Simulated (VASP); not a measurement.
# Cr (P6_3/mmc) in VASP: further runs

Runs on Cr. Level: LDA. Tasks: single point.

Program: VASP 6.6.1. These are calculated values, not measurements. Logs are shortened: lines on timing, memory, paths and dates and some standing lists are left out, and cuts for length are marked.

## (1) The cell of the first run

The structure is hexagonal, space group P6_3/mmc (No. 194). Conventional cell: a = 2.714 Å, b = 2.714 Å, c = 4.410 Å, α = 90.00°, β = 90.00°, γ = 120.00°. Within 3.6 Å of Cr (site symmetry -6m2) lie 12 Cr at 2.71 Å.

## (2) Single point, LDA, collinear spin, ferromagnetic start

File INCAR:

```
PREC = Accurate
ENCUT = 520
EDIFF = 1E-6
ISMEAR = -1
SIGMA = 0.03
LREAL = F
LASPH = T
NELM = 150
ALGO = Normal
ISIF = 2
LWAVE = F
LCHARG = T
ISPIN = 2
MAGMOM = 0.615 0.615
LORBIT = 11
NUPDOWN = 1.23
LMAXMIX = 4
LELF = T
LVHAR = T
NBANDS = 23
```

File KPOINTS:

```
regular mesh
0
Gamma
  12 12 7
```

File POSCAR:

```
Cr
1.0
    2.7140000000      0.0000000000      0.0000000000
   -1.3570000000      2.3503929459      0.0000000000
    0.0000000000      0.0000000000      4.4100000000
Cr
2
Direct
    0.3333333333      0.6666666667      0.2500000000
    0.6666666667      0.3333333333      0.7500000000
```

Potentials or basis: VASP PAW LDA potentials, release 64 (Cr_pv).

Started as:

```
cat potpaw_LDA.64/Cr_pv/POTCAR > POTCAR
mpirun -np 1 vasp_std > vasp.out
```

OUTCAR:

```text
PREC = Accurate
   ENCUT = 520
   EDIFF = 1E-6
   ISMEAR = -1
   LREAL = F
   LASPH = T
   NELM = 150
   ISIF = 2
   ISPIN = 2
   LORBIT = 11
   NUPDOWN = 1.23

 ion  position               nearest neighbor table
   1  0.333  0.667  0.250-   2 2.71   2 2.71   2 2.71   2 2.71   2 2.71   2 2.71
   2  0.667  0.333  0.750-   1 2.71   1 2.71   1 2.71   1 2.71   1 2.71   1 2.71

  LATTYP: Found a hexagonal cell.
 ALAT       =     2.7140000000
 C/A-ratio  =     1.6249078850

  Lattice vectors:

 A1 = (   2.7140000000,   0.0000000000,   0.0000000000)
 A2 = (  -1.3570000000,   2.3503929459,   0.0000000000)
 A3 = (   0.0000000000,   0.0000000000,   4.4100000000)

Analysis of symmetry for initial positions (statically):
=====================================================================
 Subroutine PRICEL returns:
 Original cell was already a primitive cell.

 Routine SETGRP: Setting up the symmetry group for a
 hexagonal supercell.

 Subroutine GETGRP returns: Found 24 space group operations
 (whereof 12 operations were pure point group operations)
 out of a pool of 24 trial point group operations.

The static configuration has the point symmetry D_3d.
 The point group associated with its full space group is D_6h.

Analysis of symmetry for dynamics (positions and initial velocities):
=====================================================================
 Subroutine PRICEL returns:
 Original cell was already a primitive cell.

 Routine SETGRP: Setting up the symmetry group for a
 hexagonal supercell.

 Subroutine GETGRP returns: Found 24 space group operations
 (whereof 12 operations were pure point group operations)
 out of a pool of 24 trial point group operations.

The dynamic configuration has the point symmetry D_3d.
 The point group associated with its full space group is D_6h.

Analysis of structural, dynamic, and magnetic symmetry:
=====================================================================
 Subroutine PRICEL returns:
 Original cell was already a primitive cell.

 Routine SETGRP: Setting up the symmetry group for a
 hexagonal supercell.

 Subroutine GETGRP returns: Found 24 space group operations
 (whereof 12 operations were pure point group operations)
 out of a pool of 24 trial point group operations.

The overall configuration has the point symmetry D_3d.
 The point group associated with its full space group is D_6h.

 Subroutine INISYM returns: Found 24 space group operations
 (whereof 12 operations are pure point group operations),
 and found     1 'primitive' translations

----------------------------------------------------------------------------------------

                                     Primitive cell

  volume of cell :      28.1312

  direct lattice vectors                    reciprocal lattice vectors
     2.714000000  0.000000000  0.000000000     0.368459838  0.212730387  0.000000000
    -1.357000000  2.350392946  0.000000000     0.000000000  0.425460773  0.000000000
     0.000000000  0.000000000  4.410000000     0.000000000  0.000000000  0.226757370

  length of vectors
     2.714000000  2.714000000  4.410000000     0.425460773  0.425460773  0.226757370

  position of ions in fractional coordinates (direct lattice)
     0.333333333  0.666666667  0.250000000
     0.666666667  0.333333333  0.750000000

  ion indices of the primitive-cell ions
   primitive index   ion index
                 1           1
                 2           2

----------------------------------------------------------------------------------------

 KPOINTS: regular mesh

Automatic generation of k-mesh.
 Grid dimensions read from file:
 generate k-points for:   12   12    7

 Generating k-lattice:

  Cartesian coordinates                     Fractional coordinates (reciprocal lattice)
     0.030704986  0.017727532  0.000000000     0.083333333  0.000000000  0.000000000
     0.000000000  0.035455064  0.000000000     0.000000000  0.083333333  0.000000000
     0.000000000  0.000000000  0.032393910     0.000000000  0.000000000  0.142857143

  Length of vectors
     0.035455064  0.035455064  0.032393910

  Shift w.r.t. Gamma in fractional coordinates (k-lattice)
     0.000000000  0.000000000  0.000000000

 Subroutine IBZKPT returns following result:
 ===========================================

 Found     76 irreducible k-points:

 Following reciprocal coordinates:
            Coordinates               Weight
  0.000000  0.000000  0.000000      1.000000
  0.083333 -0.000000  0.000000      6.000000
  0.166667 -0.000000  0.000000      6.000000
  0.250000 -0.000000  0.000000      6.000000
  0.333333 -0.000000  0.000000      6.000000
  0.416667  0.000000  0.000000      6.000000
[... 16 lines left out ...]
  0.250000 -0.000000  0.142857     12.000000
  0.333333 -0.000000  0.142857     12.000000
 [... further k-points ...]
   k-points           NKPTS =     76   k-points in BZ     NKDIM =     76   number of bands    NBANDS=     23
   number of dos      NEDOS =    301   number of ions     NIONS =      2
   total plane-waves  NPLWV =  14400
   dimension x,y,z NGX =    20 NGY =   20 NGZ =   36
   dimension x,y,z NGXF=    40 NGYF=   40 NGZF=   72
   ions per type =               2
   NGX,Y,Z   is equivalent  to a cutoff of  12.25, 12.25, 13.57 a.u.
   NGXF,Y,Z  is equivalent  to a cutoff of  24.50, 24.50, 27.14 a.u.
 SYSTEM =  unknown system
   PREC   = accura    normal or accurate (medium, high low for compatibility)
   ISTART =      0    job   : 0-new  1-cont  2-samecut
   ICHARG =      2    charge: 1-file 2-atom 10-const
   ISPIN  =      2    spin polarized calculation?
   LNONCOLLINEAR =      F non collinear calculations
   LSORBIT =      F    spin-orbit coupling
   LASPH  =      T    aspherical Exc in radial PAW
   ENCUT  =  520.0 eV  38.22 Ry    6.18 a.u.   5.05  5.05  8.20*2*pi/ulx,y,z
   NELM   =    150;   NELMIN=  2; NELMDL= -5     # of ELM steps
   EDIFF  = 0.1E-05   stopping-criterion for ELM
   LREAL  =      F    real-space projection
   EDIFFG = 0.1E-04   stopping-criterion for IOM
   NSW    =      0    number of steps for IOM
   IBRION =     -1    ionic relax: 0-MD 1-quasi-New 2-CG
   NFREE  =      0    steps in history (QN), initial steepest desc. (CG)
   ISIF   =      2    stress and relaxation
   ISYM   =      2    0-nonsym 1-usesym 2-fastsym
   POTIM  = 0.5000    time-step for ionic-motion
   TEBEG  =    0.0;   TEEND  =   0.0 temperature during run
   PSTRESS=    0.0 pullay stress
   NELECT =      24.0000    total number of electrons
   NUPDOWN=       1.2300    fix difference up-down
   EMIN   =  10.00;   EMAX   =-10.00  energy-range for DOS
   EFERMI =   0.00;   METHOD = LEGACY
   ISMEAR =    -1;   SIGMA  =   0.03  broadening in eV -4-tet -1-fermi 0-gaus
   EFERMI_NEDOS =   21; number of points for ismear=-14 and -15
   IALGO  =     38    algorithm
   IMIX   =      4    mixing-type and parameters
     AMIX     =   0.40;   BMIX     =  1.00
     AMIX_MAG =   1.60;   BMIX_MAG =  1.00
  volume/ion in A,a.u.               =      14.07        94.92
  Fermi-wavevector in a.u.,A,eV,Ry     =   1.552681  2.934142 32.801180  2.410819
  Thomas-Fermi vector in A             =   2.657021
   LORBIT       =     11    0 simple, 1 ext, 2 COOP (PROOUT), +10 PAW based schemes
   GGA     = CA    functional components
   LHFCALC =     F    Hartree Fock is set to
   AEXX    =    0.0000 exact exchange contribution
   IVDW    =     0    specifies the selected vdW correction
   LEPSILON=     F    determine dielectric tensor
   LRPA    =     F    only Hartree local field effects (RPA)
 spin polarized calculation
  energy-cutoff  :      520.00
  volume of cell :       28.13
 maximum number of plane-waves:       771
   NGX = 11   NGY = 11   NGZ = 17

 number of electron      24.0000005 magnetization       1.2300000

 Free energy of the ion-electron system (eV)
  ---------------------------------------------------
  ext. energy  EPLUGINS =         0.00000000
  ---------------------------------------------------
  free energy    TOTEN  =       -19.45087556 eV

  energy without entropy =      -19.43740978  energy(sigma->0) =      -19.44414267

 E-fermi :   8.0241     XC(G=0): -12.8652

 val. band max:        8.0388915680   @ k =   0.3333  -0.0000   0.2857
 cond. band min:       8.0300728561   @ k =   0.1667   0.0833   0.2857
 fundamental gap:     -0.0088187119
 Fermi energy:         8.0511468871

 spin component 1

 k-point     1 :       0.0000    0.0000    0.0000
  band No.  band energies     occupation
      1     -34.8871      1.00000
      2     -34.5107      1.00000
      3     -34.5107      1.00000
      4     -34.4424      1.00000
      5     -34.4424      1.00000
      6     -34.3857      1.00000
[... 15 lines left out ...]
     22      26.0673      0.00000
     23      28.6611      0.00000

 k-point     2 :       0.0833   -0.0000    0.0000
  band No.  band energies     occupation
      1     -34.8760      1.00000
      2     -34.5355      1.00000
      3     -34.5187      1.00000
      4     -34.4682      1.00000
      5     -34.4464      1.00000
      6     -34.3900      1.00000
[... 15 lines left out ...]
     22      25.4400      0.00000
     23      27.3887      0.00000

 k-point     3 :       0.1667   -0.0000    0.0000
  band No.  band energies     occupation
      1     -34.8442      1.00000
      2     -34.6036      1.00000
      3     -34.5398      1.00000
      4     -34.5374      1.00000
      5     -34.4574      1.00000
      6     -34.4029      1.00000
[... 15 lines left out ...]
     22      22.9677      0.00000
     23      26.0127      0.00000
[... 495 lines left out ...]
 k-point    23 :       0.2500   -0.0000    0.1429
  band No.  band energies     occupation
      1     -34.7958      1.00000
      2     -34.6792      1.00000
      3     -34.6394      1.00000
      4     -34.5631      1.00000
      5     -34.4781      1.00000
      6     -34.4340      1.00000
[... 15 lines left out ...]
     22      20.2516      0.00000
     23      24.4014      0.00000

 k-point    24 :       0.3333   -0.0000    0.1429
  band No.  band energies     occupation
      1     -34.8160      1.00000
      2     -34.7386      1.00000
      3     -34.6928      1.00000
      4     -34.5898      1.00000
      5     -34.4953      1.00000
      6     -34.4584      1.00000
[... 15 lines left out ...]
     22      18.0833      0.00000
     23      22.4503      0.00000

 [... further k-points ...]

 spin component 2

 k-point     1 :       0.0000    0.0000    0.0000
  band No.  band energies     occupation
      1     -34.3931      1.00000
      2     -33.9822      1.00000
      3     -33.9822      1.00000
      4     -33.9130      1.00000
      5     -33.9130      1.00000
      6     -33.8842      1.00000
[... 15 lines left out ...]
     22      26.2367      0.00000
     23      28.8457      0.00000

 k-point     2 :       0.0833   -0.0000    0.0000
  band No.  band energies     occupation
      1     -34.3818      1.00000
      2     -34.0074      1.00000
      3     -33.9903      1.00000
      4     -33.9392      1.00000
      5     -33.9170      1.00000
      6     -33.8886      1.00000
[... 15 lines left out ...]
     22      25.6537      0.00000
     23      27.6313      0.00000

 k-point     3 :       0.1667   -0.0000    0.0000
  band No.  band energies     occupation
      1     -34.3495      1.00000
      2     -34.0766      1.00000
      3     -34.0117      1.00000
      4     -34.0096      1.00000
      5     -33.9282      1.00000
      6     -33.9016      1.00000
[... 15 lines left out ...]
     22      23.2473      0.00000
     23      26.2932      0.00000
[... 495 lines left out ...]
 k-point    23 :       0.2500   -0.0000    0.1429
  band No.  band energies     occupation
      1     -34.2970      1.00000
      2     -34.1567      1.00000
      3     -34.1148      1.00000
      4     -34.0354      1.00000
      5     -33.9492      1.00000
      6     -33.9317      1.00000
[... 15 lines left out ...]
     22      20.5581      0.00000
     23      24.6768      0.00000

 k-point    24 :       0.3333   -0.0000    0.1429
  band No.  band energies     occupation
      1     -34.3008      1.00000
      2     -34.2189      1.00000
      3     -34.1837      1.00000
      4     -34.0625      1.00000
      5     -33.9666      1.00000
      6     -33.9567      1.00000
[... 15 lines left out ...]
     22      18.4007      0.00000
     23      22.7388      0.00000

 [... further k-points ...]
[... 5 lines left out ...]
  --------------------------------------------------------------------------------------
  -------------------------------------------------------------------------------------
  Total       -7.0414373     -7.0414373     -5.9919956      0.0000000      0.0000000      0.0000000
  in kB     -401.0356576   -401.0356576   -341.2661099      0.0000000      0.0000000      0.0000000
  external PRESSURE =    -381.1124750 kB  Pullay stress =       0.0000000 kB

 VOLUME and BASIS-vectors are now :
 -----------------------------------------------------------------------------
  energy-cutoff  :      520.00
  volume of cell :       28.13
      direct lattice vectors                 reciprocal lattice vectors
     2.714000000  0.000000000  0.000000000     0.368459838  0.212730387  0.000000000
    -1.357000000  2.350392946  0.000000000     0.000000000  0.425460773  0.000000000
     0.000000000  0.000000000  4.410000000     0.000000000  0.000000000  0.226757370

 POSITION                                       TOTAL-FORCE (eV/Angst)
 -----------------------------------------------------------------------------------
     -0.00000      1.56693      1.10250         0.000000     -0.000000      0.000000
      1.35700      0.78346      3.30750        -0.000000      0.000000      0.000000
 -----------------------------------------------------------------------------------
    total drift:                               -0.000000      0.000000     -0.000000

  FREE ENERGIE OF THE ION-ELECTRON SYSTEM (eV)
  ---------------------------------------------------
  free  energy   TOTEN  =       -19.4508755607 eV

  energy  without entropy=      -19.4374097824  energy(sigma->0) =      -19.44414267

 total charge

# of ion       s       p       d       tot
------------------------------------------
    1        0.377   6.274   4.078  10.729
    2        0.377   6.274   4.078  10.729
--------------------------------------------------
tot          0.755  12.547   8.155  21.457

 magnetization (x)

# of ion       s       p       d       tot
------------------------------------------
    1        0.003   0.018   0.545   0.566
    2        0.003   0.018   0.545   0.566
--------------------------------------------------
tot          0.006   0.036   1.090   1.131
```

It took 49 s on 1 thread of AMD EPYC 9R45 (Zen 5), shared host; peak memory 0.15 GiB.

Results:

| Property | Result |
| --- | --- |
| Free energy | -19.4509 eV |
| Pressure | -38.1 GPa |
| Net moment | 1.23 μB per cell |
| Site moments | Cr +0.57 μB |
| Valence electrons inside the program's atomic spheres | Cr 10.73 |

Caveat: the total moment is fixed, so each spin has its own Fermi level.

## (3) Single point, LDA, collinear spin, ferromagnetic start

File INCAR:

```
PREC = Accurate ; ENCUT = 520
EDIFF = 1E-6 ; ISMEAR = -1
SIGMA = 0.03 ; LREAL = False
LASPH = True ; NELM = 150
ALGO = Normal ; ISIF = 2
LWAVE = False ; LCHARG = True
ISPIN = 2 ; MAGMOM = 0.67 0.67
LORBIT = 11 ; NUPDOWN = 1.34
LMAXMIX = 4 ; LELF = True
LVHAR = True ; NBANDS = 23
```

File KPOINTS:

```
Automatic mesh
0
Gamma
  12 12 7
```

POSCAR is that of step 2.

Potentials or basis: VASP PAW LDA potentials, release 64 (Cr_pv).

Started as:

```
cat potpaw_LDA.64/Cr_pv/POTCAR > POTCAR
mpirun -np 1 vasp_std > vasp.out
```

Wall time 49 s (1 thread of AMD EPYC 9R45 (Zen 5), shared host); peak memory 0.14 GiB.

Results (log left out):

```yaml
Free_energy: -19.4491 eV
Pressure: -37.9 GPa
Net_moment: 1.34 μB per cell
Site_moments: Cr +0.62 μB
Valence_electrons_inside_the_program's_atomic_spheres: Cr 10.73
```

Stress tensor (GPa, compression positive):
```
-39.79   0.00   0.00
  0.00 -39.79   0.00
  0.00   0.00 -34.12
```

Caveat: the total moment is fixed, so each spin has its own Fermi level.

## (4) Single point, LDA, collinear spin, ferromagnetic start

File INCAR:

```
PREC = Accurate
ENCUT = 520
EDIFF = 1E-7
ISMEAR = -1
SIGMA = 0.03
LREAL = F
LASPH = T
NELM = 150
ALGO = Normal
ISIF = 2
LWAVE = F
LCHARG = F
ISPIN = 2
MAGMOM = 0.67 0.67
LORBIT = 11
NUPDOWN = 1.34
LMAXMIX = 4
GGA = CA
NBANDS = 23
```

KPOINTS is that of step 3.

POSCAR is that of step 3.

Started as:

```
cat potpaw_LDA.64/Cr_pv/POTCAR > POTCAR
mpirun -np 1 vasp_std > vasp.out
```

Wall time 53 s (1 thread of AMD EPYC 9R45 (Zen 5), shared host); peak memory 0.15 GiB.

It converged, with:

```
Free energy                                           : -19.4491 eV
Pressure                                              : -37.9 GPa
Net moment                                            : 1.34 μB per cell
Site moments                                          : Cr +0.62 μB
Valence electrons inside the program's atomic spheres : Cr 10.73
```

Stress tensor (GPa, compression positive):
```
-39.80   0.00   0.00
  0.00 -39.80   0.00
  0.00   0.00 -34.12
```

Caveat: the total moment is fixed, so each spin has its own Fermi level.

(Part 1 of 2 ends here.)
